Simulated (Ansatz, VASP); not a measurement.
Mo in VASP and in Ansatz

```
CELL_PARAMETERS angstrom
1.72931 0.99842 3.20680
-1.72931 0.99842 3.20680
0.00000 -1.99684 3.20680
ATOMIC_POSITIONS crystal
Mo 0.22754 0.22754 0.22754
Mo 0.77246 0.77246 0.77246
```

Alike in both runs: task relaxation of cell and atoms; functional r2SCAN; k mesh 6 × 6 × 6; occupations gaussian, width 0.1 eV; no spin polarisation.

|  | VASP | Ansatz |
| --- | --- | --- |
| version | VASP 6.6.1 | Ansatz 0.2.0 |
| potentials or method | VASP PAW PBE potentials, release 64 (Mo_sv), cutoff 600 eV | scalar-relativistic, plane waves, PAW |
| valence electrons in the cell | 28 | 28 |

Ansatz gave:

- gap on the k mesh at the Fermi level, each at its own relaxed structure (eV): none
- relaxed volume (Å³/atom): 15.97
- relaxed length of the cell vector where the two differ most in proportion (Å): 4.478

**Question.** Which values does VASP return?

**Answer.** gap on the k mesh at the Fermi level, each at its own relaxed structure (eV): none; relaxed volume (Å³/atom): 16.04; relaxed length of the cell vector where the two differ most in proportion (Å): 4.487.

VASP's potentials were made for PBE, not for r2SCAN. A gap of «none» marks a metal or a gap that the smearing closes.

The k mesh is coarse, so the values compare programs but aren't converged.
